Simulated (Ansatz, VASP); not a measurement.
# One calculation of Ru, two programs

```xyz
4
Lattice="2.7058 0.0000 0.0000 -1.3529 2.3433 0.0000 0.0000 0.0000 22.4229" Properties=species:S:1:pos:R:3 pbc="T T T"
Ru    0.0000    1.5622    8.0815
Ru    1.3529    0.7811   10.1313
Ru    0.0000    1.5622   12.2915
Ru    1.3529    0.7811   14.3414
```

Alike in both runs: functional r2SCAN; k mesh 8 × 8 × 1; no spin polarisation.

Ansatz relaxed the structure, and its values are those at the end. VASP's run is a single point on that final structure, the one shown.

```csv
,VASP,Ansatz
version,VASP 6.6.1,Ansatz 0.2.0
potentials or method,"VASP PAW PBE potentials, release 64 (Ru_pv)","plane waves, PAW"
plane-wave cutoff (eV),520,500
occupations,"fermi-dirac, width 0.1 eV",fermi-dirac
valence electrons in the cell,56,64
```

|  | VASP | Ansatz | Ansatz less VASP |
| --- | --- | --- | --- |
| rms of the force components (eV/Å) | 0.041 | 0.000 | -0.0409 |

VASP's potentials were made for PBE, not for r2SCAN. VASP's potentials hold 56 valence electrons a cell and Ansatz's 64, so a difference there can come from the potentials and not from the codes.
